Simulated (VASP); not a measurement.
Input of a VASP 6.6.1 run:

The input INCAR:

```
SYSTEM = Rb
  PREC = Accurate
  ENCUT = 600
  EDIFF = 1E-6
  ISMEAR = -1
  SIGMA = 0.08
  LREAL = .False.
  LASPH = .True.
  NELM = 80
  ALGO = Normal
  ISIF = 3
  LWAVE = .False.
  LCHARG = .False.
  GGA = PE
  IBRION = 2
  NSW = 32
  EDIFFG = -0.005
  PSTRESS = 100.0
```

Contents of KPOINTS:

```
regular mesh
0
Gamma
  12 12 7
  0 0 0
```

POSCAR

```
Rb
1.0
    3.7857735332      0.0000000000      0.0000000000
   -1.8928867666      3.2785760527      0.0000000000
    0.0000000000      0.0000000000      6.2549164499
Rb
2
Direct
    0.3333333333      0.6666666667      0.2500000000
    0.6666666667      0.3333333333      0.7500000000
```

Potentials or basis: VASP PAW PBE potentials, release 64 (Rb_sv).

Launch:

```bash
$ cat potpaw_PBE.64/Rb_sv/POTCAR > POTCAR
$ mpirun -np 1 vasp_std > vasp.out
```

Q: Estimate the band gap on the k mesh.

A: Zero (band 9 reaches 4.00 eV, above the bottom of band 10 at 1.76 eV).

Final structure:
```cif
data_structure
_symmetry_space_group_name_H-M 'P 1'
_symmetry_Int_Tables_number 1
_cell_length_a 3.7858
_cell_length_b 3.7858
_cell_length_c 6.2549
_cell_angle_alpha 90.000
_cell_angle_beta 90.000
_cell_angle_gamma 120.000
_cell_volume 77.64
loop_
_atom_site_label
_atom_site_type_symbol
_atom_site_fract_x
_atom_site_fract_y
_atom_site_fract_z
_atom_site_occupancy
Rb1 Rb 0.33333 0.66667 0.25000 1
Rb2 Rb 0.66667 0.33333 0.75000 1
```

Caveat: the relaxation stopped at its first step, so nothing moved; the cell is relaxed towards a set pressure, so the enthalpy falls and the energy may rise.
